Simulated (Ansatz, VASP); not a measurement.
One calculation of Ga2BAs3, two programs

```
Ga B As
1.0
     4.91124    0.00000    0.00000
    -2.45562    4.25326    0.00000
     0.00000    0.00000    4.94116
Ga B As
2 1 3
Direct
  0.33333 0.66667 0.00000
  0.66667 0.33333 0.00000
  0.00000 0.00000 0.00000
  0.33333 0.66667 0.50000
  0.66667 0.33333 0.50000
  0.00000 0.00000 0.50000
```

Alike in both runs: functional PBE; k mesh 6 × 6 × 4; occupations gaussian, width 0.1 eV; no spin polarisation.

Ansatz relaxed the structure, and its values are those at the end. VASP's run is a single point on that final structure, the one shown.

|  | VASP | Ansatz |
| --- | --- | --- |
| version | VASP 6.6.1 | Ansatz 0.2.0 |
| potentials or method | VASP PAW PBE potentials, release 64 (Ga_d, B, As), cutoff 520 eV | scalar-relativistic, plane waves, PAW |
| valence electrons in the cell | 44 | 74 |

VASP gave:

- gap on the k mesh at the Fermi level (eV): none
- pressure (GPa): 0.1

**Question.** Estimate Ansatz's values.

**Answer.** gap on the k mesh at the Fermi level (eV): none; pressure (GPa): 0.0.

A gap of «none» marks a metal or a gap that the smearing closes. With one functional, cell and mesh, what is left measures potentials, basis and numerics. VASP's potentials hold 44 valence electrons a cell and Ansatz's 74, so a difference there can come from the potentials and not from the codes.
